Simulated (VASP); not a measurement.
# K (Pm-3m) in VASP: notebook

The runs below take K through single point, relaxation of cell and atoms, with LDA.

All numbers are computed with VASP 6.6.1; they aren't measurements. Logs are shortened: lines on timing, memory, paths and dates and some standing lists are left out, and cuts for length are marked.

### Step 1. The cell of the first run

The structure is cubic, space group Pm-3m (No. 221). The conventional cell has a = 4.103 Å, b = 4.103 Å, c = 4.103 Å, α = 90.00°, β = 90.00°, γ = 90.00°. K (site symmetry m-3m) has 6 K at 4.10 Å within 5.4 Å.

### Step 2. Single point, LDA

File INCAR:

```
ALGO     = Normal         # electronic algorithm
EDIFF    = 1E-7           # SCF threshold, eV
ENCUT    = 520            # plane-wave cutoff, eV
GGA      = CA             # functional
ISIF     = 2              # what is computed and relaxed
ISMEAR   = -1             # smearing method
LASPH    = T              # aspherical terms in the spheres
LCHARG   = F              # write CHGCAR
LREAL    = F              # projectors in reciprocal space
LWAVE    = F              # write WAVECAR
NBANDS   = 10             # bands
NELM     = 60             # most SCF steps
PREC     = Accurate       # precision mode
SIGMA    = 0.1            # smearing width, eV
```

File KPOINTS:

```
k-points
0
Gamma
  13 13 13
```

File POSCAR:

```
K
1.0
    4.1027916176      0.0000000000      0.0000000000
    0.0000000000      4.1027916176      0.0000000000
    0.0000000000      0.0000000000      4.1027916176
K
1
Direct
    0.0000000000      0.0000000000      0.0000000000
```

Potentials or basis: VASP PAW LDA potentials, release 64 (K_sv).

On the command line:

```
cat potpaw_LDA.64/K_sv/POTCAR > POTCAR
mpirun -np 1 vasp_std > vasp.out
```

OUTCAR:

```text
EDIFF = 1E-7
   ENCUT = 520
   GGA = CA
   ISIF = 2
   ISMEAR = -1
   LASPH = T
   LREAL = F
   NELM = 60
   PREC = Accurate

 ion  position               nearest neighbor table
   1  0.000  0.000  0.000-

  LATTYP: Found a simple cubic cell.
 ALAT       =     4.1027916176

  Lattice vectors:

 A1 = (   4.1027916176,   0.0000000000,   0.0000000000)
 A2 = (   0.0000000000,   4.1027916176,   0.0000000000)
 A3 = (   0.0000000000,   0.0000000000,   4.1027916176)

Analysis of symmetry for initial positions (statically):
=====================================================================
 Subroutine PRICEL returns:
 Original cell was already a primitive cell.

 Routine SETGRP: Setting up the symmetry group for a
 simple cubic supercell.

 Subroutine GETGRP returns: Found 48 space group operations
 (whereof 48 operations were pure point group operations)
 out of a pool of 48 trial point group operations.

The static configuration has the point symmetry O_h .

Analysis of symmetry for dynamics (positions and initial velocities):
=====================================================================
 Subroutine PRICEL returns:
 Original cell was already a primitive cell.

 Routine SETGRP: Setting up the symmetry group for a
 simple cubic supercell.

 Subroutine GETGRP returns: Found 48 space group operations
 (whereof 48 operations were pure point group operations)
 out of a pool of 48 trial point group operations.

The dynamic configuration has the point symmetry O_h .

 Subroutine INISYM returns: Found 48 space group operations
 (whereof 48 operations are pure point group operations),
 and found     1 'primitive' translations

----------------------------------------------------------------------------------------

                                     Primitive cell

  volume of cell :      69.0619

  direct lattice vectors                    reciprocal lattice vectors
     4.102791618  0.000000000  0.000000000     0.243736483  0.000000000  0.000000000
     0.000000000  4.102791618  0.000000000     0.000000000  0.243736483  0.000000000
     0.000000000  0.000000000  4.102791618     0.000000000  0.000000000  0.243736483

  length of vectors
     4.102791618  4.102791618  4.102791618     0.243736483  0.243736483  0.243736483

  position of ions in fractional coordinates (direct lattice)
     0.000000000  0.000000000  0.000000000

  ion indices of the primitive-cell ions
[... 78 lines left out ...]
   IBRION =     -1    ionic relax: 0-MD 1-quasi-New 2-CG
   NFREE  =      0    steps in history (QN), initial steepest desc. (CG)
   ISIF   =      2    stress and relaxation
   ISYM   =      2    0-nonsym 1-usesym 2-fastsym
   POTIM  = 0.5000    time-step for ionic-motion
   TEBEG  =    0.0;   TEEND  =   0.0 temperature during run
   PSTRESS=    0.0 pullay stress
   NELECT =       9.0000    total number of electrons
   NUPDOWN=      -1.0000    fix difference up-down
   EMIN   =  10.00;   EMAX   =-10.00  energy-range for DOS
   EFERMI =   0.00;   METHOD = LEGACY
   ISMEAR =    -1;   SIGMA  =   0.10  broadening in eV -4-tet -1-fermi 0-gaus
   EFERMI_NEDOS =   21; number of points for ismear=-14 and -15
   IALGO  =     38    algorithm
   IMIX   =      4    mixing-type and parameters
     AMIX     =   0.40;   BMIX     =  1.00
     AMIX_MAG =   1.60;   BMIX_MAG =  1.00
  volume/ion in A,a.u.               =      69.06       466.05
  Fermi-wavevector in a.u.,A,eV,Ry     =   0.829996  1.568466  9.372972  0.688894
  Thomas-Fermi vector in A             =   1.942639
   LORBIT       =      0    0 simple, 1 ext, 2 COOP (PROOUT), +10 PAW based schemes
   GGA     = CA    functional components
   LHFCALC =     F    Hartree Fock is set to
   AEXX    =    0.0000 exact exchange contribution
   IVDW    =     0    specifies the selected vdW correction
   LEPSILON=     F    determine dielectric tensor
   LRPA    =     F    only Hartree local field effects (RPA)
 non-spin polarized calculation
  energy-cutoff  :      520.00
  volume of cell :       69.06
 maximum number of plane-waves:      1874
 NGX is ok and might be reduce to    32
   NGX = 15   NGY = 15   NGZ = 15

 number of electron       9.0000003 magnetization

 Free energy of the ion-electron system (eV)
  ---------------------------------------------------
  ext. energy  EPLUGINS =         0.00000000
  ---------------------------------------------------
  free energy    TOTEN  =        -1.06822677 eV

  energy without entropy =       -1.04331380  energy(sigma->0) =       -1.05577028

 E-fermi :  -0.1434     XC(G=0):  -6.0213

 val. band max:       -0.1898764980   @ k =   0.4615   0.1538   0.0000
 cond. band min:      -0.1366946386   @ k =   0.3846   0.3077   0.0000
 fundamental gap:      0.0531818594
 Fermi energy:        -0.1434226227

 k-point     1 :       0.0000    0.0000    0.0000
  band No.  band energies     occupation
      1     -32.0973      2.00000
      2     -15.7502      2.00000
      3     -15.7502      2.00000
      4     -15.7502      2.00000
      5      -2.4068      2.00000
      6       2.6423      0.00000
      7       2.6423      0.00000
      8       6.1870      0.00000
      9       6.1871      0.00000
     10       6.1871      0.00000
[... 287 lines left out ...]
 k-point    24 :       0.3846    0.3077    0.0000
  band No.  band energies     occupation
      1     -32.0844      2.00000
      2     -15.8619      2.00000
      3     -15.8318      2.00000
      4     -15.7316      2.00000
      5      -0.1367      0.96637
      6       1.5393      0.00000
      7       2.5751      0.00000
      8       3.5914      0.00000
      9       4.9482      0.00000
     10       5.3094      0.00000

 [... further k-points ...]

------------------------ aborting loop because EDIFF is reached ----------------------------------------

  FORCE on cell =-STRESS in cart. coord.  units (eV):
  Direction    XX          YY          ZZ          XY          YZ          ZX
  --------------------------------------------------------------------------------------
  -------------------------------------------------------------------------------------
  Total       -0.0065356     -0.0065356     -0.0065356      0.0000000      0.0000000     -0.0000000
  in kB       -0.1516193     -0.1516193     -0.1516193      0.0000000      0.0000000     -0.0000000
  external PRESSURE =      -0.1516193 kB  Pullay stress =       0.0000000 kB

 VOLUME and BASIS-vectors are now :
 -----------------------------------------------------------------------------
  energy-cutoff  :      520.00
  volume of cell :       69.06
      direct lattice vectors                 reciprocal lattice vectors
     4.102791618  0.000000000  0.000000000     0.243736483  0.000000000  0.000000000
     0.000000000  4.102791618  0.000000000     0.000000000  0.243736483  0.000000000
     0.000000000  0.000000000  4.102791618     0.000000000  0.000000000  0.243736483

 POSITION                                       TOTAL-FORCE (eV/Angst)
 -----------------------------------------------------------------------------------
      0.00000      0.00000      0.00000         0.000000      0.000000      0.000000
 -----------------------------------------------------------------------------------
    total drift:                                0.000000      0.000000      0.000000

  FREE ENERGIE OF THE ION-ELECTRON SYSTEM (eV)
  ---------------------------------------------------
  free  energy   TOTEN  =        -1.0682267652 eV

  energy  without entropy=       -1.0433137994  energy(sigma->0) =       -1.05577028
```

OSZICAR:

```text
N       E                     dE             d eps       ncg     rms          rms(c)
DAV:   1     0.500669696733E+02    0.50067E+02   -0.35351E+03  1680   0.694E+02
DAV:   2     0.838753480588E+00   -0.49228E+02   -0.48098E+02  1800   0.206E+02
DAV:   3    -0.100264566320E+01   -0.18414E+01   -0.18357E+01  2584   0.297E+01
DAV:   4    -0.107021874964E+01   -0.67573E-01   -0.67221E-01  2284   0.488E+00
DAV:   5    -0.107187672713E+01   -0.16580E-02   -0.16576E-02  2704   0.609E-01    0.223E+00
DAV:   6    -0.106945693730E+01    0.24198E-02   -0.26598E-03  2276   0.360E-01    0.143E+00
DAV:   7    -0.106823050238E+01    0.12264E-02   -0.46706E-03  2074   0.405E-01    0.840E-02
DAV:   8    -0.106822697100E+01    0.35314E-05   -0.53652E-04  2288   0.228E-01    0.289E-02
DAV:   9    -0.106822814549E+01   -0.11745E-05   -0.17427E-05  2330   0.379E-02    0.146E-02
DAV:  10    -0.106822662024E+01    0.15252E-05   -0.78827E-06  2236   0.245E-02    0.308E-03
DAV:  11    -0.106822675218E+01   -0.13194E-06   -0.40841E-07  2328   0.372E-03    0.739E-04
DAV:  12    -0.106822676516E+01   -0.12983E-07   -0.23527E-08  1164   0.116E-03
   1 F= -.10682268E+01 E0= -.10557703E+01  d E =-.249130E-01
```

It took 20 s on 1 thread of AMD EPYC 9R14 (Zen 4), shared host; peak memory 0.15 GiB.

Results:

| Quantity | Value |
| --- | --- |
| Free energy | -1.0682 eV |
| Pressure | 0.0 GPa |

Levels at points of the mesh, in eV from the Fermi level:
| k point | band 3 | band 4 | band 5 | band 6 | band 7 | band 8 |
| --- | --- | --- | --- | --- | --- | --- |
| (0.00, 0.00, 0.00) | -15.61 | -15.61 | -2.26 | 2.79 | 2.79 | 6.33 |

### Step 3. Single point, LDA (volume scaled by 1.04)

File INCAR:

```
PREC     = Accurate       # precision mode
ENCUT    = 520            # plane-wave cutoff, eV
EDIFF    = 1E-7           # SCF threshold, eV
ISMEAR   = -1             # smearing method
SIGMA    = 0.1            # smearing width, eV
LREAL    = F              # projectors in reciprocal space
LASPH    = T              # aspherical terms in the spheres
NELM     = 80             # most SCF steps
ALGO     = Normal         # electronic algorithm
ISIF     = 2              # what is computed and relaxed
LWAVE    = F              # write WAVECAR
LCHARG   = F              # write CHGCAR
GGA      = CA             # functional
NBANDS   = 10             # bands
```

File KPOINTS:

```
Automatic mesh
0
Gamma
  13 13 13
```

File POSCAR:

```
K
1.0
    4.1567819093      0.0000000000      0.0000000000
    0.0000000000      4.1567819093      0.0000000000
    0.0000000000      0.0000000000      4.1567819093
K
1
Direct
    0.0000000000      0.0000000000      0.0000000000
```

Potentials or basis: VASP PAW LDA potentials, release 64 (K_sv).

On the command line:

```
cat potpaw_LDA.64/K_sv/POTCAR > POTCAR
mpirun -np 1 vasp_std > vasp.out
```

OUTCAR:

```text
PREC = Accurate
   ENCUT = 520
   EDIFF = 1E-7
   ISMEAR = -1
   LREAL = F
   LASPH = T
   NELM = 80
   ISIF = 2
   GGA = CA

 ion  position               nearest neighbor table
   1  0.000  0.000  0.000-

  LATTYP: Found a simple cubic cell.
 ALAT       =     4.1567819093

  Lattice vectors:

 A1 = (   4.1567819093,   0.0000000000,   0.0000000000)
 A2 = (   0.0000000000,   4.1567819093,   0.0000000000)
 A3 = (   0.0000000000,   0.0000000000,   4.1567819093)

Analysis of symmetry for initial positions (statically):
=====================================================================
 Subroutine PRICEL returns:
 Original cell was already a primitive cell.

 Routine SETGRP: Setting up the symmetry group for a
 simple cubic supercell.

 Subroutine GETGRP returns: Found 48 space group operations
 (whereof 48 operations were pure point group operations)
 out of a pool of 48 trial point group operations.

The static configuration has the point symmetry O_h .

Analysis of symmetry for dynamics (positions and initial velocities):
[... 165 lines left out ...]
  band No.  band energies     occupation
      1     -32.1967      2.00000
      2     -15.8555      2.00000
      3     -15.8555      2.00000
      4     -15.8555      2.00000
      5      -2.4383      2.00000
      6       2.5574      0.00000
      7       2.5574      0.00000
      8       6.0090      0.00000
      9       6.0090      0.00000
     10       6.0092      0.00000
[... 287 lines left out ...]
 k-point    24 :       0.3846    0.3077    0.0000
  band No.  band energies     occupation
      1     -32.1857      2.00000
      2     -15.9543      2.00000
      3     -15.9278      2.00000
      4     -15.8392      2.00000
      5      -0.2230      0.95393
      6       1.4295      0.00000
      7       2.4371      0.00000
      8       3.4553      0.00000
      9       4.8026      0.00000
     10       5.1550      0.00000

 [... further k-points ...]

------------------------ aborting loop because EDIFF is reached ----------------------------------------

  FORCE on cell =-STRESS in cart. coord.  units (eV):
  Direction    XX          YY          ZZ          XY          YZ          ZX
  --------------------------------------------------------------------------------------
  -------------------------------------------------------------------------------------
  Total       -0.0630295     -0.0630295     -0.0630295      0.0000000      0.0000000     -0.0000000
  in kB       -1.4059926     -1.4059926     -1.4059926      0.0000000      0.0000000     -0.0000000
  external PRESSURE =      -1.4059926 kB  Pullay stress =       0.0000000 kB

 VOLUME and BASIS-vectors are now :
 -----------------------------------------------------------------------------
  energy-cutoff  :      520.00
  volume of cell :       71.82
      direct lattice vectors                 reciprocal lattice vectors
     4.156781909  0.000000000  0.000000000     0.240570716  0.000000000  0.000000000
     0.000000000  4.156781909  0.000000000     0.000000000  0.240570716  0.000000000
     0.000000000  0.000000000  4.156781909     0.000000000  0.000000000  0.240570716

 POSITION                                       TOTAL-FORCE (eV/Angst)
 -----------------------------------------------------------------------------------
      0.00000      0.00000      0.00000         0.000000      0.000000      0.000000
 -----------------------------------------------------------------------------------
    total drift:                                0.000000      0.000000      0.000000

  FREE ENERGIE OF THE ION-ELECTRON SYSTEM (eV)
  ---------------------------------------------------
  free  energy   TOTEN  =        -1.0670673787 eV

  energy  without entropy=       -1.0418802013  energy(sigma->0) =       -1.05447379
```

OSZICAR:

```text
N       E                     dE             d eps       ncg     rms          rms(c)
DAV:   1     0.501155389006E+02    0.50116E+02   -0.35980E+03  1680   0.693E+02
DAV:   2     0.772578403199E+00   -0.49343E+02   -0.48593E+02  1794   0.211E+02
DAV:   3    -0.101380233980E+01   -0.17864E+01   -0.17799E+01  2660   0.295E+01
DAV:   4    -0.106870712198E+01   -0.54905E-01   -0.54793E-01  2334   0.465E+00
DAV:   5    -0.107036233601E+01   -0.16552E-02   -0.16544E-02  2666   0.563E-01    0.211E+00
DAV:   6    -0.106819536428E+01    0.21670E-02   -0.22905E-03  2296   0.331E-01    0.134E+00
DAV:   7    -0.106706689818E+01    0.11285E-02   -0.42899E-03  2142   0.382E-01    0.813E-02
DAV:   8    -0.106706760119E+01   -0.70301E-06   -0.46349E-04  2302   0.216E-01    0.262E-02
DAV:   9    -0.106706766412E+01   -0.62929E-07   -0.17959E-05  2456   0.313E-02    0.954E-03
DAV:  10    -0.106706724871E+01    0.41541E-06   -0.40102E-06  2396   0.169E-02    0.268E-03
DAV:  11    -0.106706736646E+01   -0.11775E-06   -0.19965E-07  2108   0.340E-03    0.781E-04
DAV:  12    -0.106706737867E+01   -0.12214E-07   -0.26784E-08  1124   0.131E-03
   1 F= -.10670674E+01 E0= -.10544738E+01  d E =-.251872E-01
```

stdout:

```text
POSCAR found type information on POSCAR K
 POSCAR found :  1 types and       1 ions
 scaLAPACK will be used
 LDA part: xc-table for (Slater(with rela. corr.)+CA(PZ))
 , standard interpolation
 POSCAR, INCAR and KPOINTS ok, starting setup
 FFT: planning ... GRIDC
 FFT: planning ... GRID_SOFT
 FFT: planning ... GRID
 WAVECAR not read
 entering main loop
```

Run time: 21 s. Hardware: 1 thread of AMD EPYC 9R14 (Zen 4), shared host; peak memory 0.15 GiB.

Results:

- Free energy: -1.0671 eV
- Pressure: -0.1 GPa

### Step 4. Single point, LDA (volume scaled by 1.08)

File INCAR:

```
SYSTEM = K
  PREC = Accurate
  ENCUT = 520
  EDIFF = 1E-6
  ISMEAR = -1
  SIGMA = 0.1
  LREAL = .False.
  LASPH = .True.
  NELM = 100
  ALGO = Normal
  ISIF = 2
  LWAVE = .False.
  LCHARG = .False.
  NBANDS = 10
```

File KPOINTS:

```
Automatic mesh
0
Gamma
  13 13 13
  0 0 0
```

File POSCAR:

```
K
1.0
    4.2094049882      0.0000000000      0.0000000000
    0.0000000000      4.2094049882      0.0000000000
    0.0000000000      0.0000000000      4.2094049882
K
1
Direct
    0.0000000000      0.0000000000      0.0000000000
```

On the command line:

```
cat potpaw_LDA.64/K_sv/POTCAR > POTCAR
mpirun -np 1 vasp_std > vasp.out
```

Wall time 18 s (1 thread of AMD EPYC 9R14 (Zen 4), shared host); peak memory 0.15 GiB.

Results (log left out):

```
Free energy : -1.0639 eV
Pressure    : -0.2 GPa
```

Levels at points of the mesh, in eV from the Fermi level:
```csv
k point,band 1,band 2,band 3,band 4,band 5,band 6,band 7,band 8,band 9,band 10
"(0.00, 0.00, 0.00)",-31.98,-15.64,-15.64,-15.64,-2.15,2.79,2.79,6.16,6.16,6.16
```

### Step 5. Single point, LDA (volume scaled by 1.12)

File INCAR:

```
PREC = Accurate
ENCUT = 520
EDIFF = 1E-7
ISMEAR = -1
SIGMA = 0.1
LREAL = F
LASPH = T
NELM = 80
ALGO = Normal
ISIF = 2
LWAVE = F
LCHARG = T
GGA = CA
LELF = T
LVHAR = T
NBANDS = 10
```

File KPOINTS:

```
regular mesh
0
Gamma
  13 13 13
```

File POSCAR:

```
K
1.0
    4.2607442551      0.0000000000      0.0000000000
    0.0000000000      4.2607442551      0.0000000000
    0.0000000000      0.0000000000      4.2607442551
K
1
Direct
    0.0000000000      0.0000000000      0.0000000000
```

On the command line:

```
cat potpaw_LDA.64/K_sv/POTCAR > POTCAR
mpirun -np 1 vasp_std > vasp.out
```

Wall time 23 s (1 thread of AMD EPYC 9R14 (Zen 4), shared host); peak memory 0.16 GiB.

The run converged. Its results:

```yaml
Free_energy: -1.0592 eV
Pressure: -0.3 GPa
```

Levels at points of the mesh, in eV from the Fermi level:
| k point | band 3 | band 4 | band 5 | band 6 | band 7 | band 8 |
| --- | --- | --- | --- | --- | --- | --- |
| (0.00, 0.00, 0.00) | -15.66 | -15.66 | -2.10 | 2.79 | 2.79 | 6.08 |

(Continued in part 2 of 2.)
